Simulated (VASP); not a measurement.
Here is a VASP 6.6.1 calculation.

INCAR

```
ALGO = Normal
EDIFF = 1E-6
ENCUT = 520
GGA = PE
ISIF = 2
ISMEAR = -1
LASPH = T
LCHARG = F
LREAL = F
LWAVE = F
NBANDS = 13
NELM = 100
PREC = Accurate
SIGMA = 0.1
```

Contents of KPOINTS:

```
k-points
0
Gamma
  9 9 14
```

POSCAR

```
Si
1.0
    4.4138829314      0.0000000000      0.0000000000
   -2.2069414657      3.8225347479      0.0000000000
    0.0000000000      0.0000000000      2.5275963163
Si
3
Direct
    1.0000000000      0.0000000000      0.0000000000
    0.3333333333      0.6666666667      0.5000000000
    0.6666666667      0.3333333333      0.5000000000
```

Potentials or basis: VASP PAW PBE potentials, release 64 (Si).

Command:

```sh
$ cat potpaw_PBE.64/Si/POTCAR > POTCAR
$ mpirun -np 1 vasp_std > vasp.out
```

**Question.** What does it give for the pressure?

**Answer.** 4.1 GPa.

**Question.** Predict the band gap on the k mesh.

**Answer.** Zero (bands 6 and 7 overlap by 7.23 eV).

Stress tensor (GPa, compression positive):
```
2.85 0.00 0.00
0.00 2.85 0.00
0.00 0.00 6.58
```

Caveat: the cell stands under pressure.
